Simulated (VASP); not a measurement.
# F (C2/m) in VASP: notebook, part 2 of 2

VASP 6.6.1. The steps go on from the part before.

## 3. Single point, PBEsol

This run uses another cell than the first one, of the same volume but with other edges.

Input file INCAR:

```
SYSTEM = F
PREC = Accurate ; ENCUT = 520
EDIFF = 1E-6 ; ISMEAR = 0
SIGMA = 0.05 ; LREAL = .FALSE.
LASPH = .TRUE. ; NELM = 80
ALGO = Normal ; ISIF = 2
LWAVE = .FALSE. ; LCHARG = .TRUE.
GGA = PS ; LELF = .TRUE.
LVHAR = .TRUE. ; NBANDS = 22
```

Input file KPOINTS:

```
regular mesh
0
G
  4 4 2
  0 0 0
```

Input file POSCAR:

```
F
1.0
    2.9286813301     -1.7662261639     -0.2258851695
    2.9286813301      1.7662261639     -0.2258851695
   -2.1772976608      0.0000000000      7.0629590033
F
4
Direct
    0.0848459664      0.0848459664      0.0940038325
    0.9151540336      0.9151540336      0.9059961675
    0.5015719855      0.5015719855      0.5937195244
    0.4984280145      0.4984280145      0.4062804756
```

Potentials or basis: VASP PAW PBE potentials, release 64 (F).

Launch:

```console
> cat potpaw_PBE.64/F/POTCAR > POTCAR
> mpirun -np 1 vasp_std > vasp.out
```

OUTCAR:

```text
SYSTEM = F
   PREC = Accurate
   ENCUT = 520
   EDIFF = 1E-6
   ISMEAR = 0
   LREAL = .FALSE.
   LASPH = .TRUE.
   NELM = 80
   ISIF = 2
   GGA = PS

 ion  position               nearest neighbor table
   1  0.085  0.085  0.094-   2 1.38
   2  0.915  0.915  0.906-   1 1.38
   3  0.502  0.502  0.594-   4 1.38
   4  0.498  0.498  0.406-   3 1.38

  LATTYP: Found a base centered monoclinic cell.
 ALAT       =     5.8747590395
 B/A-ratio  =     0.6012931431
 C/A-ratio  =     1.2580841809
 COS(beta)  =    -0.3672053764

  Lattice vectors:

 A1 = (   2.9286813301,  -1.7662261639,  -0.2258851695)
 A2 = (   2.9286813301,   1.7662261639,  -0.2258851695)
 A3 = (  -2.1772976608,   0.0000000000,   7.0629590033)

Analysis of symmetry for initial positions (statically):
=====================================================================
 Subroutine PRICEL returns:
 Original cell was already a primitive cell.

 Routine SETGRP: Setting up the symmetry group for a
[... 158 lines left out ...]
  free energy    TOTEN  =        -7.75720476 eV

  energy without entropy =       -7.75720476  energy(sigma->0) =       -7.75720476

 E-fermi :  -5.1478     XC(G=0):  -7.0712

 val. band max:       -5.4009598231   @ k =   0.5000   0.5000  -0.0000
 cond. band min:      -2.2013915053   @ k =   0.0000   0.0000   0.0000
 fundamental gap:      3.1995683178
 Fermi energy:        -5.1478303273

 k-point     1 :       0.0000    0.0000    0.0000
  band No.  band energies     occupation
      1     -30.9499      2.00000
      2     -30.7748      2.00000
      3     -23.8988      2.00000
      4     -23.5836      2.00000
      5     -12.3499      2.00000
      6     -11.6348      2.00000
[... 339 lines left out ...]
     21       9.7792      0.00000
     22       9.9606      0.00000

------------------------ aborting loop because EDIFF is reached ----------------------------------------

  FORCE on cell =-STRESS in cart. coord.  units (eV):
  Direction    XX          YY          ZZ          XY          YZ          ZX
  --------------------------------------------------------------------------------------
  -------------------------------------------------------------------------------------
  Total        0.3014218     -0.2201438      3.0268957      0.0000000      0.0000000      0.2303720
  in kB        6.7701889     -4.9446174     67.9866489      0.0000000      0.0000000      5.1743502
  external PRESSURE =      23.2707401 kB  Pullay stress =       0.0000000 kB

 VOLUME and BASIS-vectors are now :
 -----------------------------------------------------------------------------
  energy-cutoff  :      520.00
  volume of cell :       71.33
      direct lattice vectors                 reciprocal lattice vectors
     2.928681330 -1.766226164 -0.225885170     0.174883404 -0.283089454  0.053911289
     2.928681330  1.766226164 -0.225885170     0.174883404  0.283089454  0.053911289
    -2.177297661  0.000000000  7.062959003     0.011186124  0.000000000  0.145032064

 POSITION                                       TOTAL-FORCE (eV/Angst)
 -----------------------------------------------------------------------------------
      0.29230      0.00000      0.62561         0.555818      0.000000      1.194068
      3.38777      0.00000      5.98557        -0.555818      0.000000     -1.194068
      1.64518      0.00000      3.96682        -0.380338      0.000000      1.260903
      2.03488      0.00000      2.64437         0.380338      0.000000     -1.260903
 -----------------------------------------------------------------------------------
    total drift:                                0.000000      0.000000     -0.000000

  FREE ENERGIE OF THE ION-ELECTRON SYSTEM (eV)
  ---------------------------------------------------
  free  energy   TOTEN  =        -7.7572047589 eV

  energy  without entropy=       -7.7572047589  energy(sigma->0) =       -7.75720476
```

OSZICAR:

```text
N       E                     dE             d eps       ncg     rms          rms(c)
DAV:   1     0.171964971981E+03    0.17196E+03   -0.15521E+04   616   0.117E+03
DAV:   2    -0.130080799956E+01   -0.17327E+03   -0.16817E+03   840   0.282E+02
DAV:   3    -0.949154574024E+01   -0.81907E+01   -0.81486E+01   726   0.598E+01
DAV:   4    -0.954304137786E+01   -0.51496E-01   -0.51493E-01   658   0.534E+00
DAV:   5    -0.954334443684E+01   -0.30306E-03   -0.30306E-03   708   0.396E-01    0.112E+01
DAV:   6    -0.822056823312E+01    0.13228E+01   -0.48801E-01   628   0.711E+00    0.630E+00
DAV:   7    -0.775938643764E+01    0.46118E+00   -0.64922E-01   628   0.774E+00    0.735E-01
DAV:   8    -0.775705438203E+01    0.23321E-02   -0.82607E-02   646   0.207E+00    0.123E-01
DAV:   9    -0.775711626080E+01   -0.61879E-04   -0.10732E-03   700   0.254E-01    0.689E-02
DAV:  10    -0.775720376633E+01   -0.87506E-04   -0.26268E-04   652   0.138E-01    0.264E-02
DAV:  11    -0.775720522021E+01   -0.14539E-05   -0.28086E-05   682   0.530E-02    0.714E-03
DAV:  12    -0.775720475891E+01    0.46130E-06   -0.48632E-06   676   0.194E-02
   1 F= -.77572048E+01 E0= -.77572048E+01  d E =-.652178E-14
```

stdout:

```text
POSCAR found type information on POSCAR F
 POSCAR found :  1 types and       4 ions
 scaLAPACK will be used
 -----------------------------------------------------------------------------
|                                                                             |
|                                                                             |
|     You enforced a specific xc type in the INCAR file but a different       |
|     I HOPE YOU KNOW WHAT YOU ARE DOING!                                     |
|                                                                             |
 -----------------------------------------------------------------------------

 LDA part: xc-table for (Slater+PW92), standard interpolation
 POSCAR, INCAR and KPOINTS ok, starting setup
 FFT: planning ... GRIDC
 FFT: planning ... GRID_SOFT
 FFT: planning ... GRID
 WAVECAR not read
 entering main loop
```

It took 24 s on 1 thread of Intel Xeon Platinum 8175M at 2.50GHz (Skylake/Cascade Lake), shared host; peak memory 0.19 GiB.

What came out:

| Property | Result |
| --- | --- |
| Free energy | -7.7572 eV |
| Pressure | 2.3 GPa |
| Largest force | 1.317 eV/Å |
| Band gap on the k mesh | 3.20 eV, indirect (least direct gap 3.29 eV) |

Forces on the atoms (eV/Å):
```
F    0.556  0.000  1.194
F   -0.556  0.000 -1.194
F   -0.380  0.000  1.261
F    0.380  0.000 -1.261
```

Caveat: the k points lie up to 0.53 Å⁻¹ apart; the PAW data sets were made with another functional, which shifts forces and pressure a little. A k mesh can miss the band edges.
